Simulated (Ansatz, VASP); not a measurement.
One calculation of Hg, two programs

```
CELL_PARAMETERS angstrom
3.33750 0.00000 0.00000
-1.66875 2.89036 0.00000
0.00000 0.00000 9.00003
ATOMIC_POSITIONS crystal
Hg 0.00000 0.00000 0.00000
Hg 0.33333 0.66667 0.25000
Hg 0.00000 0.00000 0.50000
Hg 0.66667 0.33333 0.75000
```

Change from the starting cell: strain -0.1500 x Voigt [0, 0, 1, 0, 0, 0], atoms carried along.

Alike in both runs: task single point; functional PBE; dispersion D3(BJ); k mesh 18 × 18 × 6; occupations gaussian, width 0.15 eV; no spin polarisation.

|  | VASP | Ansatz |
| --- | --- | --- |
| version | VASP 6.6.1 | Ansatz 0.2.0 |
| potentials or method | VASP PAW PBE potentials, release 64 (Hg), cutoff 520 eV | scalar-relativistic, plane waves, PAW |
| valence electrons in the cell | 48 | 80 |

VASP gave:

| Quantity | Value |
| --- | --- |
| gap on the k mesh at the Fermi level (eV) | none |
| pressure (GPa) | 7.7 |
| traceless stress, the component that is largest in VASP (GPa) | 1.54 |

What did Ansatz give for the same quantities?

gap on the k mesh at the Fermi level (eV): none; pressure (GPa): 7.1; traceless stress, the component that is largest in VASP (GPa): 1.32.

A gap of «none» marks a metal or a gap that the smearing closes. VASP's potentials hold 48 valence electrons a cell and Ansatz's 80, so a difference there can come from the potentials and not from the codes.

Neither program's run includes spin-orbit coupling.
